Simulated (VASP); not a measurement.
Write the native input for VASP 6.6.1 that does the following.

```
Task                               : single point
Functional                         : PBE0
Potentials or basis                : VASP PAW PBE potentials, release 64 (Hg)
Cutoff                             : 520 eV
k mesh                             : 5 × 5 × 5
Occupations                        : fermi-dirac, width 0.1 eV
Spin                               : no spin polarisation
Dipole correction                  : no
Grid for exact exchange (PRECFOCK) : Normal
Further INCAR settings             : ALGO = Normal; EDIFF = 1e-06; NBANDS = 12
Share of exact exchange            : 0.25
```

Crystal: Hg.

```
Hg
1.0
     2.07839    1.19996    1.97474
    -2.07839    1.19996    1.97474
     0.00000   -2.39992    1.97474
Hg
1
Cartesian
  -2.0784 1.2000 1.9747
```

One way to write it, as run:

POSCAR

```
Hg
1.0
    2.0783945695      1.1999616642      1.9747386895
   -2.0783945695      1.1999616642      1.9747386895
    0.0000000000     -2.3999233284      1.9747386895
Hg
1
Direct
    0.0000000000      1.0000000000      0.0000000000
```

INCAR.step1

```
  PREC = Accurate
  ENCUT = 520
  EDIFF = 1E-5
  ISMEAR = -1
  SIGMA = 0.1
  LREAL = F
  LASPH = T
  NELM = 60
  ALGO = Normal
  ISIF = 2
  LWAVE = T
  LCHARG = F
  GGA = PE
  NBANDS = 12
```

INCAR.step2

```
  PREC = Accurate
  ENCUT = 520
  EDIFF = 1E-6
  ISMEAR = -1
  SIGMA = 0.1
  LREAL = F
  LASPH = T
  NELM = 60
  ALGO = Normal
  ISIF = 2
  LWAVE = F
  LCHARG = F
  GGA = PE
  LHFCALC = T
  AEXX = 0.25
  PRECFOCK = Normal
  ISTART = 1
  NBANDS = 12
```

KPOINTS

```
regular mesh
0
Gamma
  5 5 5
```

Potentials or basis: VASP PAW PBE potentials, release 64 (Hg).

Command:

```bash
$ cat potpaw_PBE.64/Hg/POTCAR > POTCAR
$ cp INCAR.step1 INCAR
$ mpirun -np 1 vasp_std > vasp.out
$ cp INCAR.step2 INCAR
$ mpirun -np 1 vasp_std > vasp.out
```

It gave:

```json
{
 "Pressure": "-1.2 GPa",
 "Band gap on the k mesh": "zero (bands 6 and 7 overlap by 1.26 eV)"
}
```

Caveat: the k points lie up to 0.41 Å⁻¹ apart, too coarse for converged energies and pressures of a metal; the PAW data sets were made with another functional, which shifts forces and pressure a little; spin-orbit coupling is left out, which moves the levels of the heavy elements.

Run time: 11 min on 1 thread of Intel Xeon 8259CL, on a shared host, peak memory 0.15 GiB.
